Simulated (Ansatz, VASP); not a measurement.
**KCl in VASP and in Ansatz**

```
CELL_PARAMETERS angstrom
0.00000 3.50728 3.50728
3.50728 0.00000 3.50728
3.50728 3.50728 0.00000
ATOMIC_POSITIONS crystal
K 0.00000 0.00000 0.00000
Cl 0.25000 0.25000 0.25000
```

Alike in both runs: task single point; functional r2SCAN; k mesh 4 × 4 × 4; no spin polarisation.

|  | VASP | Ansatz |
| --- | --- | --- |
| version | VASP 6.6.1 | Ansatz 0.2.0 |
| potentials or method | VASP PAW PBE potentials, release 64 (K_sv, Cl) | plane waves, PAW |
| plane-wave cutoff (eV) | 520 | 500 |
| occupations | gaussian, width 0.01 eV | fixed |
| valence electrons in the cell | 16 | 16 |

|  | VASP | Ansatz | Ansatz less VASP |
| --- | --- | --- | --- |
| gap on the k mesh at the Fermi level (eV) | 5.35 | 5.35 | -0.002 |
| pressure (GPa) | 0.0 | 0.0 | +0.02 |

VASP's potentials were made for PBE, not for r2SCAN.
